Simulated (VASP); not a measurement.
A run of VASP 6.6.1 is set up as follows.

File INCAR:

```
SYSTEM = CaF2
  PREC = Accurate
  ENCUT = 600
  EDIFF = 1E-6
  ISMEAR = 0
  SIGMA = 0.01
  LREAL = .FALSE.
  LASPH = .TRUE.
  NELM = 120
  ALGO = Normal
  ISIF = 2
  LWAVE = .FALSE.
  LCHARG = .FALSE.
  GGA = PE
  NBANDS = 19
  GGA_COMPAT = .FALSE.
```

Contents of KPOINTS:

```
Automatic mesh
0
G
  8 8 8
  0 0 0
```

The input POSCAR:

```
CaF2
1.0
    0.0000000000      2.7195929726      2.7195929726
    2.7195929726      0.0000000000      2.7195929726
    2.7195929726      2.7195929726      0.0000000000
Ca F
1 2
Direct
    0.0000000000      0.0000000000      0.0000000000
    0.2500000000      0.2500000000      0.2500000000
    0.7500000000      0.7500000000      0.7500000000
```

Potentials or basis: VASP PAW PBE potentials, release 64 (Ca_sv, F).

The run is started by

```console
$ cat potpaw_PBE.64/Ca_sv/POTCAR potpaw_PBE.64/F/POTCAR > POTCAR
$ mpirun -np 1 vasp_std > vasp.out
```

What does it give for the band gap on the k mesh?

7.36 eV (least direct gap 7.61 eV).

Estimate the pressure.

3.6 GPa.

Caveat: the cell stands under pressure. A k mesh can miss the band edges.
